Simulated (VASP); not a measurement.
# Ca (I4_1/amd) in VASP: notebook

Runs on Ca. Level: PBE. Tasks: single point.

All numbers are computed with VASP 6.6.1; they aren't measurements. Logs are shortened: lines on timing, memory, paths and dates and some standing lists are left out, and cuts for length are marked.

## 1. The cell of the first run

Symmetry: I4_1/amd, No. 141, tetragonal system. The conventional cell has a = 6.203 Å, b = 6.203 Å, c = 3.355 Å, α = 90.00°, β = 90.00°, γ = 90.00°. Within 4.2 Å of Ca (site symmetry -4m2) lie 10 Ca at 3.21 to 3.99 Å.

## 2. Single point, PBE

Contents of INCAR:

```
SYSTEM = Ca
ALGO = Normal
EDIFF = 1E-6
ENCUT = 520
GGA = PE
ISIF = 2
ISMEAR = -1
LASPH = .TRUE.
LCHARG = .FALSE.
LREAL = .FALSE.
LWAVE = .FALSE.
NBANDS = 17
NELM = 100
PREC = Accurate
SIGMA = 0.05
```

Contents of KPOINTS:

```
k-points
0
G
  12 12 12
  0 0 0
```

Contents of POSCAR:

```
Ca
1.0
   -3.1017354397      3.1017354397      1.6776983941
    3.1017354397     -3.1017354397      1.6776983941
    3.1017354397      3.1017354397     -1.6776983941
Ca
2
Direct
   -0.3750000000     -0.1250000000     -0.2500000000
    0.3750000000      0.1250000000      0.2500000000
```

Potentials or basis: VASP PAW PBE potentials, release 64 (Ca_sv).

Launch:

```bash
> cat potpaw_PBE.64/Ca_sv/POTCAR > POTCAR
> mpirun -np 1 vasp_std > vasp.out
```

OUTCAR:

```text
SYSTEM = Ca
   EDIFF = 1E-6
   ENCUT = 520
   GGA = PE
   ISIF = 2
   ISMEAR = -1
   LASPH = .TRUE.
   LREAL = .FALSE.
   NELM = 100
   PREC = Accurate

 ion  position               nearest neighbor table
   1  0.625  0.875  0.750-
   2  0.375  0.125  0.250-

  LATTYP: Found a body centered tetragonal cell.
 ALAT       =     6.2034708794
 C/A-ratio  =     0.5408902296

  Lattice vectors:

 A1 = (  -3.1017354397,   3.1017354397,   1.6776983941)
 A2 = (   3.1017354397,  -3.1017354397,   1.6776983941)
 A3 = (   3.1017354397,   3.1017354397,  -1.6776983941)

Analysis of symmetry for initial positions (statically):
=====================================================================
 Subroutine PRICEL returns:
 Original cell was already a primitive cell.

 Routine SETGRP: Setting up the symmetry group for a
 body centered tetragonal supercell.

 Subroutine GETGRP returns: Found 16 space group operations
 (whereof  4 operations were pure point group operations)
 out of a pool of 16 trial point group operations.

The static configuration has the point symmetry C_2h.
 The point group associated with its full space group is D_4h.

Analysis of symmetry for dynamics (positions and initial velocities):
=====================================================================
 Subroutine PRICEL returns:
 Original cell was already a primitive cell.

 Routine SETGRP: Setting up the symmetry group for a
 body centered tetragonal supercell.

 Subroutine GETGRP returns: Found 16 space group operations
 (whereof  4 operations were pure point group operations)
 out of a pool of 16 trial point group operations.

The dynamic configuration has the point symmetry C_2h.
 The point group associated with its full space group is D_4h.

 Subroutine INISYM returns: Found 16 space group operations
 (whereof  4 operations are pure point group operations),
 and found     1 'primitive' translations

----------------------------------------------------------------------------------------

                                     Primitive cell

  volume of cell :      64.5630

  direct lattice vectors                    reciprocal lattice vectors
    -3.101735440  3.101735440  1.677698394     0.000000000  0.161200080  0.298027346
     3.101735440 -3.101735440  1.677698394     0.161200080  0.000000000  0.298027346
     3.101735440  3.101735440 -1.677698394     0.161200080  0.161200080  0.000000000

  length of vectors
[... 81 lines left out ...]
   NELM   =    100;   NELMIN=  2; NELMDL= -5     # of ELM steps
   EDIFF  = 0.1E-05   stopping-criterion for ELM
   LREAL  =      F    real-space projection
   EDIFFG = 0.1E-04   stopping-criterion for IOM
   NSW    =      0    number of steps for IOM
   IBRION =     -1    ionic relax: 0-MD 1-quasi-New 2-CG
   NFREE  =      0    steps in history (QN), initial steepest desc. (CG)
   ISIF   =      2    stress and relaxation
   ISYM   =      2    0-nonsym 1-usesym 2-fastsym
   POTIM  = 0.5000    time-step for ionic-motion
   TEBEG  =    0.0;   TEEND  =   0.0 temperature during run
   PSTRESS=    0.0 pullay stress
   NELECT =      20.0000    total number of electrons
   NUPDOWN=      -1.0000    fix difference up-down
   EMIN   =  10.00;   EMAX   =-10.00  energy-range for DOS
   EFERMI =   0.00;   METHOD = LEGACY
   ISMEAR =    -1;   SIGMA  =   0.05  broadening in eV -4-tet -1-fermi 0-gaus
   EFERMI_NEDOS =   21; number of points for ismear=-14 and -15
   IALGO  =     38    algorithm
   IMIX   =      4    mixing-type and parameters
     AMIX     =   0.40;   BMIX     =  1.00
     AMIX_MAG =   1.60;   BMIX_MAG =  1.00
  volume/ion in A,a.u.               =      32.28       217.85
  Fermi-wavevector in a.u.,A,eV,Ry     =   1.107704  2.093257 16.694458  1.227008
  Thomas-Fermi vector in A             =   2.244222
   LORBIT       =      0    0 simple, 1 ext, 2 COOP (PROOUT), +10 PAW based schemes
   GGA     = PE    functional components
   LHFCALC =     F    Hartree Fock is set to
   AEXX    =    0.0000 exact exchange contribution
   IVDW    =     0    specifies the selected vdW correction
   LEPSILON=     F    determine dielectric tensor
   LRPA    =     F    only Hartree local field effects (RPA)
 non-spin polarized calculation
  energy-cutoff  :      520.00
  volume of cell :       64.56
 maximum number of plane-waves:      1761
   NGX = 17   NGY = 17   NGZ = 17

 number of electron      20.0000004 magnetization

 Free energy of the ion-electron system (eV)
  ---------------------------------------------------
  ext. energy  EPLUGINS =         0.00000000
  ---------------------------------------------------
  free energy    TOTEN  =        -3.03385053 eV

  energy without entropy =       -3.01495956  energy(sigma->0) =       -3.02440504

 E-fermi :   2.9409     XC(G=0):  -8.5963

 val. band max:        2.9393104128   @ k =  -0.0833  -0.4167   0.0833
 cond. band min:       2.9416232278   @ k =  -0.2500  -0.2500   0.1667
 fundamental gap:      0.0023128150
 Fermi energy:         2.9409372280

 k-point     1 :       0.0000    0.0000    0.0000
  band No.  band energies     occupation
      1     -38.5350      2.00000
      2     -38.4243      2.00000
      3     -19.7142      2.00000
      4     -19.7142      2.00000
      5     -19.3648      2.00000
      6     -19.3599      2.00000
[... 457 lines left out ...]
      4     -19.6003      2.00000
      5     -19.5662      2.00000
      6     -19.4697      2.00000
[... 9 lines left out ...]
     16       6.1415      0.00000
     17       6.8483      0.00000

 [... further k-points ...]

------------------------ aborting loop because EDIFF is reached ----------------------------------------

  FORCE on cell =-STRESS in cart. coord.  units (eV):
  Direction    XX          YY          ZZ          XY          YZ          ZX
  --------------------------------------------------------------------------------------
  -------------------------------------------------------------------------------------
  Total        2.2536887      2.2536887      2.2711628     -0.0000000      0.0000000      0.0000000
  in kB       55.9269478     55.9269478     56.3605819     -0.0000000      0.0000000      0.0000000
  external PRESSURE =      56.0714925 kB  Pullay stress =       0.0000000 kB

 VOLUME and BASIS-vectors are now :
 -----------------------------------------------------------------------------
  energy-cutoff  :      520.00
  volume of cell :       64.56
      direct lattice vectors                 reciprocal lattice vectors
    -3.101735440  3.101735440  1.677698394     0.000000000  0.161200080  0.298027346
     3.101735440 -3.101735440  1.677698394     0.161200080  0.000000000  0.298027346
     3.101735440  3.101735440 -1.677698394     0.161200080  0.161200080  0.000000000

 POSITION                                       TOTAL-FORCE (eV/Angst)
 -----------------------------------------------------------------------------------
      3.10174      1.55087      1.25827         0.000000      0.000000     -0.000000
      0.00000      1.55087      0.41942        -0.000000     -0.000000      0.000000
 -----------------------------------------------------------------------------------
    total drift:                               -0.000000     -0.000000      0.000000

  FREE ENERGIE OF THE ION-ELECTRON SYSTEM (eV)
  ---------------------------------------------------
  free  energy   TOTEN  =        -3.0338505292 eV

  energy  without entropy=       -3.0149595577  energy(sigma->0) =       -3.02440504
```

It took 66 s on 1 thread of Intel Xeon 6975P-C (Granite Rapids), shared host; peak memory 0.3 GiB.

Results:

| Item | Value |
| --- | --- |
| Free energy | -3.0339 eV |
| Pressure | 5.6 GPa |
| Band gap on the k mesh | zero (bands 10 and 11 overlap by 0.70 eV) |

Levels at points of the mesh, in eV from the Fermi level:
| k point | band 6 | band 7 | band 8 | band 9 | band 10 | band 11 | band 12 | band 13 | band 14 | band 15 |
| --- | --- | --- | --- | --- | --- | --- | --- | --- | --- | --- |
| (0.00, 0.00, 0.00) | -22.30 | -22.25 | -22.25 | -4.18 | -0.56 | 1.05 | 1.34 | 2.00 | 3.83 | 3.83 |
| (0.50, 0.00, 0.00) | -22.42 | -22.38 | -22.23 | -0.76 | -0.14 | -0.02 | 1.60 | 1.70 | 2.38 | 2.88 |
| (0.50, 0.50, 0.00) | -22.48 | -22.28 | -22.28 | -2.10 | -2.10 | 1.33 | 1.33 | 2.06 | 2.06 | 3.17 |
| (0.50, 0.50, 0.50) | -22.31 | -22.21 | -22.21 | -0.93 | -0.93 | -0.03 | -0.03 | 2.01 | 2.01 | 3.72 |

Caveat: the cell stands under pressure.

## 3. Single point, PBE (32.28 Å³/atom)

Contents of INCAR:

```
  ALGO = Normal
  EDIFF = 1E-6
  ENCUT = 520
  GGA = PE
  ISIF = 2
  ISMEAR = -1
  LASPH = True
  LCHARG = False
  LREAL = False
  LWAVE = False
  NBANDS = 17
  NELM = 60
  PREC = Accurate
  SIGMA = 0.05
```

Contents of KPOINTS:

```
k-points
0
Gamma
  12 12 12
```

POSCAR is that of step 2.

Potentials or basis: VASP PAW PBE potentials, release 64 (Ca_sv).

Launch:

```bash
> cat potpaw_PBE.64/Ca_sv/POTCAR > POTCAR
> mpirun -np 1 vasp_std > vasp.out
```

Wall time 59 s (1 thread of Intel Xeon 6975P-C (Granite Rapids), shared host); peak memory 0.3 GiB.

Results (log left out):

- Free energy: -3.0339 eV
- Pressure: 5.6 GPa
- Band gap on the k mesh: zero (bands 10 and 11 overlap by 0.70 eV)

Levels at points of the mesh, in eV from the Fermi level:
```csv
k point,band 8,band 9,band 10,band 11,band 12,band 13
"(0.00, 0.00, 0.00)",-22.25,-4.18,-0.56,1.05,1.34,2.00
"(0.50, 0.00, 0.00)",-22.23,-0.76,-0.14,-0.02,1.60,1.70
"(0.50, 0.50, 0.00)",-22.28,-2.10,-2.10,1.33,1.33,2.06
"(0.50, 0.50, 0.50)",-22.21,-0.93,-0.93,-0.03,-0.03,2.01
```

Caveat: the cell stands under pressure.

## 4. Single point, PBE

This run uses another cell than the first one, of 36.59 Å³/atom.

Contents of INCAR:

```
ALGO     = Normal         # electronic algorithm
EDIFF    = 1E-6           # SCF threshold, eV
ENCUT    = 520            # plane-wave cutoff, eV
GGA      = PE             # functional
ISIF     = 2              # what is computed and relaxed
ISMEAR   = -1             # smearing method
LASPH    = True           # aspherical terms in the spheres
LCHARG   = True           # write CHGCAR
LELF     = True           # ELF
LREAL    = False          # projectors in reciprocal space
LVHAR    = True         
LWAVE    = False          # write WAVECAR
NBANDS   = 17             # bands
NELM     = 60             # most SCF steps
PREC     = Accurate       # precision mode
SIGMA    = 0.05           # smearing width, eV
```

KPOINTS is that of step 3.

Contents of POSCAR:

```
Ca
1.0
   -3.2322915240      3.2322915240      1.7508946222
    3.2322915240     -3.2322915240      1.7508946222
    3.2322915240      3.2322915240     -1.7508946222
Ca
2
Direct
   -0.3750000000     -0.1250000000     -0.2500000000
    0.3750000000      0.1250000000      0.2500000000
```

Launch:

```bash
> cat potpaw_PBE.64/Ca_sv/POTCAR > POTCAR
> mpirun -np 1 vasp_std > vasp.out
```

Run time: 62 s. Hardware: 1 thread of Intel Xeon 6975P-C (Granite Rapids), shared host; peak memory 0.32 GiB.

Results (log left out):

```
Free energy            : -3.2528 eV
Pressure               : 2.7 GPa
Band gap on the k mesh : zero (bands 10 and 11 overlap by 0.86 eV)
```

Levels at points of the mesh, in eV from the Fermi level:
```
           k point  band 6  band 7  band 8  band 9  band 10  band 11  band 12  band 13  band 14  band 15
(0.00, 0.00, 0.00)  -22.63  -22.60  -22.60   -4.06    -0.38     0.96     1.28     1.89     3.33     3.33
(0.50, 0.00, 0.00)  -22.71  -22.69  -22.58   -0.77    -0.15    -0.01     1.40     1.54     2.11     2.67
(0.50, 0.50, 0.00)  -22.75  -22.61  -22.61   -2.14    -2.14     1.27     1.27     1.83     1.83     2.87
(0.50, 0.50, 0.50)  -22.63  -22.57  -22.57   -1.01    -1.01    -0.22    -0.22     1.87     1.87     3.40
```
